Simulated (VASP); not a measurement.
# Au (Im-3m) in VASP: further runs, part 2 of 2

VASP 6.6.1. The steps go on from the part before.

### 3 Relaxation of cell and atoms, PBE

This run uses another cell than the first one, of 17.99 Å³/atom.

Input file INCAR:

```
PREC = Accurate ; ENCUT = 600
EDIFF = 1E-7 ; ISMEAR = -1
SIGMA = 0.05 ; LREAL = False
LASPH = True ; NELM = 100
ALGO = Normal ; ISIF = 3
LWAVE = False ; LCHARG = False
GGA = PE ; IBRION = 2
NSW = 45 ; EDIFFG = -0.005
```

Input file KPOINTS:

```
regular mesh
0
Gamma
  18 18 18
```

Input file POSCAR:

```
Au
1.0
   -1.6508035344      1.6508035344      1.6508035344
    1.6508035344     -1.6508035344      1.6508035344
    1.6508035344      1.6508035344     -1.6508035344
Au
1
Direct
    0.0000000000      0.0000000000      0.0000000000
```

Potentials or basis: VASP PAW PBE potentials, release 64 (Au).

Command:

```sh
cat potpaw_PBE.64/Au/POTCAR > POTCAR
mpirun -np 1 vasp_std > vasp.out
```

OUTCAR:

```text
PREC = Accurate
   ENCUT = 600
   EDIFF = 1E-7
   ISMEAR = -1
   LREAL = False
   LASPH = True
   NELM = 100
   ISIF = 3
   GGA = PE
   IBRION = 2
   NSW = 45
   EDIFFG = -0.005

 ion  position               nearest neighbor table
   1  0.000  0.000  0.000-

  LATTYP: Found a body centered cubic cell.
 ALAT       =     3.3016070688

  Lattice vectors:

 A1 = (  -1.6508035344,   1.6508035344,   1.6508035344)
 A2 = (   1.6508035344,  -1.6508035344,   1.6508035344)
 A3 = (   1.6508035344,   1.6508035344,  -1.6508035344)

Analysis of symmetry for initial positions (statically):
=====================================================================
 Subroutine PRICEL returns:
 Original cell was already a primitive cell.

 Routine SETGRP: Setting up the symmetry group for a
 body centered cubic supercell.

 Subroutine GETGRP returns: Found 48 space group operations
 (whereof 48 operations were pure point group operations)
 out of a pool of 48 trial point group operations.

The static configuration has the point symmetry O_h .

Analysis of symmetry for dynamics (positions and initial velocities):
=====================================================================
 Subroutine PRICEL returns:
 Original cell was already a primitive cell.

 Routine SETGRP: Setting up the symmetry group for a
 body centered cubic supercell.

 Subroutine GETGRP returns: Found 48 space group operations
 (whereof 48 operations were pure point group operations)
 out of a pool of 48 trial point group operations.

The dynamic configuration has the point symmetry O_h .

 Subroutine INISYM returns: Found 48 space group operations
 (whereof 48 operations are pure point group operations),
 and found     1 'primitive' translations

[... 118 lines left out ...]
   LHFCALC =     F    Hartree Fock is set to
   AEXX    =    0.0000 exact exchange contribution
   IVDW    =     0    specifies the selected vdW correction
   LEPSILON=     F    determine dielectric tensor
   LRPA    =     F    only Hartree local field effects (RPA)
 conjugate gradient relaxation of ions
 non-spin polarized calculation
  energy-cutoff  :      600.00
  volume of cell :       17.99
 maximum number of plane-waves:       619
   NGX = 11   NGY = 11   NGZ = 11

--------------------------------------- Ionic step        1  -------------------------------------------

 number of electron      10.9999999 magnetization

 Free energy of the ion-electron system (eV)
  ---------------------------------------------------
  ext. energy  EPLUGINS =         0.00000000
  ---------------------------------------------------
  free energy    TOTEN  =        -3.20162191 eV

  energy without entropy =       -3.19981204  energy(sigma->0) =       -3.20071698

------------------------ aborting loop because EDIFF is reached ----------------------------------------

  FORCE on cell =-STRESS in cart. coord.  units (eV):
  Direction    XX          YY          ZZ          XY          YZ          ZX
  --------------------------------------------------------------------------------------
  -------------------------------------------------------------------------------------
  Total       -0.0167471     -0.0167471     -0.0167471      0.0000000     -0.0000000     -0.0000000
  in kB       -1.4910943     -1.4910943     -1.4910943      0.0000000     -0.0000000     -0.0000000
  external PRESSURE =      -1.4910943 kB  Pullay stress =       0.0000000 kB
[... 57 lines left out ...]
--------------------------------------- Ionic step        3  -------------------------------------------

 number of electron      10.9999999 magnetization

 Free energy of the ion-electron system (eV)
  ---------------------------------------------------
  ext. energy  EPLUGINS =         0.00000000
  ---------------------------------------------------
  free energy    TOTEN  =        -3.20163182 eV

  energy without entropy =       -3.19984221  energy(sigma->0) =       -3.20073702

 E-fermi :   8.6676     XC(G=0): -12.4028

 val. band max:        8.6285055257   @ k =   0.3889   0.0556   0.0556
 cond. band min:       8.7491376052   @ k =  -0.3333   0.3333   0.3333
 fundamental gap:      0.1206320795
 Fermi energy:         8.6675705433

 k-point     1 :       0.0000    0.0000    0.0000
  band No.  band energies     occupation
      1      -0.6839      2.00000
      2       4.0202      2.00000
      3       4.0202      2.00000
      4       4.0202      2.00000
      5       5.7948      2.00000
      6       5.7948      2.00000
      7      25.1191      0.00000
      8      25.1191      0.00000
      9      25.1191      0.00000
[... 265 lines left out ...]
 k-point    24 :       0.3889    0.1111   -0.0000
  band No.  band energies     occupation
      1       2.0888      2.00000
      2       3.1294      2.00000
      3       5.3992      2.00000
      4       5.6740      2.00000
      5       6.4041      2.00000
      6       8.7971      0.13958
      7      12.8655      0.00000
      8      20.2150      0.00000
      9      21.9246      0.00000

 [... further k-points ...]
[... 5 lines left out ...]
  --------------------------------------------------------------------------------------
  -------------------------------------------------------------------------------------
  Total        0.0011655      0.0011655      0.0011655      0.0000000      0.0000000     -0.0000000
  in kB        0.1038865      0.1038865      0.1038865      0.0000000      0.0000000     -0.0000000
  external PRESSURE =       0.1038865 kB  Pullay stress =       0.0000000 kB
[... 16 lines left out ...]
  FREE ENERGIE OF THE ION-ELECTRON SYSTEM (eV)
  ---------------------------------------------------
  free  energy   TOTEN  =        -3.2016318243 eV

  energy  without entropy=       -3.1998422084  energy(sigma->0) =       -3.20073702

 reached required accuracy - stopping structural energy minimisation
```

OSZICAR:

```text
N       E                     dE             d eps       ncg     rms          rms(c)
DAV:   1     0.489063243302E+02    0.48906E+02   -0.62302E+03  3646   0.121E+03
DAV:   2    -0.300791721419E+01   -0.51914E+02   -0.49090E+02  3618   0.214E+02
DAV:   3    -0.347569497807E+01   -0.46778E+00   -0.46671E+00  3999   0.214E+01
DAV:   4    -0.347702291700E+01   -0.13279E-02   -0.13279E-02  3789   0.123E+00
[... 17 lines left out ...]
DAV:   1    -0.320184557360E+01   -0.22690E-03   -0.44432E-03  3533   0.736E-01    0.893E-02
DAV:   2    -0.320164108236E+01    0.20449E-03   -0.73947E-04  3525   0.258E-01    0.341E-02
DAV:   3    -0.320163287953E+01    0.82028E-05   -0.37369E-05  3652   0.550E-02    0.262E-02
DAV:   4    -0.320163183473E+01    0.10448E-05   -0.14796E-06  3705   0.107E-02    0.391E-04
DAV:   5    -0.320163182429E+01    0.10433E-07   -0.24508E-08  1987   0.151E-03
   3 F= -.32016318E+01 E0= -.32007370E+01  d E =-.991762E-05
```

CONTCAR:

```text
Au
   1.00000000000000
    -1.6501772304029760    1.6501772304029760    1.6501772304029760
     1.6501772304029760   -1.6501772304029760    1.6501772304029760
     1.6501772304029760    1.6501772304029760   -1.6501772304029760
  Au
     1
Direct
     0.0000000000000000    0.0000000000000000    0.0000000000000000

  0.00000000E+00  0.00000000E+00  0.00000000E+00
```

Run time: 29 s. Hardware: 1 thread of AMD EPYC 9R45 (Zen 5), shared host; peak memory 0.15 GiB.

What came out:

* Free energy: -3.2016 eV
* Relaxed volume: 17.97 Å³/atom
* Relaxed cell: a = 2.858 Å, b = 2.858 Å, c = 2.858 Å, α = 109.47°, β = 109.47°, γ = 109.47°
* Space group after relaxing (to 0.1 Å): Im-3m (No. 229)
* Energy gained by relaxing: 0.0 meV/atom
* Ionic steps: 3
* Pressure after relaxing: 0.0 GPa
* Band gap on the k mesh: zero (an odd number of electrons rules out a gap without spin polarisation)

Final structure:
```
Au
1.0
    -1.65018    1.65018    1.65018
     1.65018   -1.65018    1.65018
     1.65018    1.65018   -1.65018
Au
1
Direct
  0.00000 0.00000 0.00000
```

Levels at points of the mesh, in eV from the Fermi level:
```csv
k point,band 4,band 5,band 6,band 7,band 8,band 9
"(0.00, 0.00, 0.00)",-4.65,-2.87,-2.87,16.45,16.45,16.45
"(0.50, 0.00, 0.00)",-2.69,-1.47,-0.45,3.21,12.30,13.50
"(0.50, 0.50, 0.50)",-1.82,-1.82,6.20,6.20,6.20,9.06
```

Caveat: spin-orbit coupling is left out, which moves the levels of the heavy elements.
